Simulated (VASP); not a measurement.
Here is a VASP 6.6.1 calculation.

The input INCAR:

```
ALGO = Normal ; EDIFF = 1E-7
ENCUT = 520 ; GGA = PE
ISIF = 2 ; ISMEAR = -1
LASPH = T ; LCHARG = F
LREAL = F ; LWAVE = F
NBANDS = 51 ; NELM = 80
PREC = Accurate ; SIGMA = 0.02
```

Contents of KPOINTS:

```
k-points
0
Gamma
  6 6 6
```

Contents of POSCAR:

```
BaZrO3
1.0
   -2.9725065026      2.9725065026      4.2064678606
    2.9725065026     -2.9725065026      4.2064678606
    2.9725065026      2.9725065026     -4.2064678606
Ba Zr O
2 2 6
Direct
    0.7500000000      0.2500000000      0.5000000000
    0.2500000000      0.7500000000      0.5000000000
    0.0000000000      0.0000000000      0.0000000000
    0.5000000000      0.5000000000      0.0000000000
    0.7500000000      0.7500000000      0.0000000000
    0.2500000000      0.2500000000      0.0000000000
    0.2422651600      0.7422651600      0.9845303201
    0.7577348400      0.2577348400      0.0154696799
    0.7422651600      0.7577348400      0.5000000000
    0.2577348400      0.2422651600      0.5000000000
```

Potentials or basis: VASP PAW PBE potentials, release 64 (Ba_sv, Zr_sv, O).

The run is started by

```console
$ cat potpaw_PBE.64/Ba_sv/POTCAR potpaw_PBE.64/Zr_sv/POTCAR potpaw_PBE.64/O/POTCAR > POTCAR
$ mpirun -np 1 vasp_std > vasp.out
```

Q: What does it give for the pressure?

A: 3.5 GPa.

Q: Estimate the band gap on the k mesh.

A: 3.18 eV.

Forces on the atoms (eV/Å):
```
Ba   0.000  0.000  0.000
Ba   0.000  0.000  0.000
Zr   0.000  0.000  0.000
Zr   0.000  0.000  0.000
O    0.000  0.000  0.000
O    0.000  0.000  0.000
O   -0.002 -0.002  0.000
O    0.002  0.002  0.000
O    0.002 -0.002  0.000
O   -0.002  0.002  0.000
```

Caveat: the cell stands under pressure; spin-orbit coupling is left out, which moves the levels of the heavy elements. A k mesh can miss the band edges.
